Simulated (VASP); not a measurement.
Wanted: the native input for a VASP 6.6.1 run.

* Task: single point
* Functional: PBEsol
* Potentials or basis: VASP PAW PBE potentials, release 64 (Bi_d)
* Cutoff: 520 eV
* k mesh: 6 × 6 × 4
* Occupations: gaussian, width 0.1 eV
* Spin: no spin polarisation
* Dipole correction: no
* Further INCAR settings: ALGO = Normal; EDIFF = 1e-06; NBANDS = 22

The structure of Bi lies in POSCAR:

```
Bi
1.0
    3.2383762460      0.0000000000      0.0000000000
    0.0000000000      3.2216433200      0.0000000000
   -0.0804548793      0.0000000000      6.4438887882
Bi
2
Direct
    0.4557527500      0.0000000000      0.2504221100
    0.5442472500      0.0000000000      0.7495778900
```

The input as run:

INCAR

```
SYSTEM = Bi
ALGO = Normal
EDIFF = 1E-6
ENCUT = 520
GGA = PS
ISIF = 2
ISMEAR = 0
LASPH = .TRUE.
LCHARG = .FALSE.
LREAL = .FALSE.
LWAVE = .FALSE.
NBANDS = 22
NELM = 100
PREC = Accurate
SIGMA = 0.1
```

KPOINTS

```
k-points
0
G
  6 6 4
  0 0 0
```

Potentials or basis: VASP PAW PBE potentials, release 64 (Bi_d).

Run with:

```sh
$ cat potpaw_PBE.64/Bi_d/POTCAR > POTCAR
$ mpirun -np 1 vasp_std > vasp.out
```

Results of the run:

```yaml
Pressure: -0.3 GPa
Largest_force: 0.027 eV/Å
Band_gap_on_the_k_mesh: zero (band 15 reaches 10.56 eV, above the bottom of band 16 at 4.26 eV)
```

Caveat: the PAW data sets were made with another functional, which shifts forces and pressure a little; spin-orbit coupling is left out, which moves the levels of the heavy elements.

Wall time 35 s on 1 thread of Intel(R) Xeon(R) Platinum 8488C (Sapphire Rapids), with other jobs on the host, peak memory 0.2 GiB.
